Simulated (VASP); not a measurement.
Runs of VASP 6.6.1 on YTe. The structure is that of space group P-6m2 (No. 187), or close to it. The cells are those of the table. 

| cell | gap on the mesh (eV) | pressure (GPa) |
| --- | --- | --- |
| a = 4.082, b = 4.082, c = 4.034 Å, angles 90.0, 90.0, 120.0°, 2 atoms | none | (b) |
| a = 4.136, b = 4.136, c = 4.089 Å, angles 90.0, 90.0, 120.0°, 2 atoms | none | (a) |
| a = 4.109, b = 4.109, c = 4.062 Å, angles 90.0, 90.0, 120.0°, 2 atoms | none | -4.4 |
| a = 4.054, b = 4.054, c = 4.007 Å, angles 90.0, 90.0, 120.0°, 2 atoms | none | -2.1 |
| a = 4.025, b = 4.025, c = 3.979 Å, angles 90.0, 90.0, 120.0°, 2 atoms | none | -0.7 |

Alike in all rows: task single point; level LDA; potentials or basis VASP PAW LDA potentials, release 64 (Y_sv, Te); no spin polarisation; k mesh 8 × 8 × 7; cutoff (eV) 520; smearing methfessel-paxton 0.05 eV.

Q: Estimate the missing entries.

A: (a) -5.4; (b) -3.3.

Caveats: spin-orbit coupling is left out, which moves the levels of the heavy elements.

A k mesh can miss the band edges, and the runs leave out spin-orbit coupling on Te, Y.

A gap of «none» marks levels without a gap at the run's occupations.
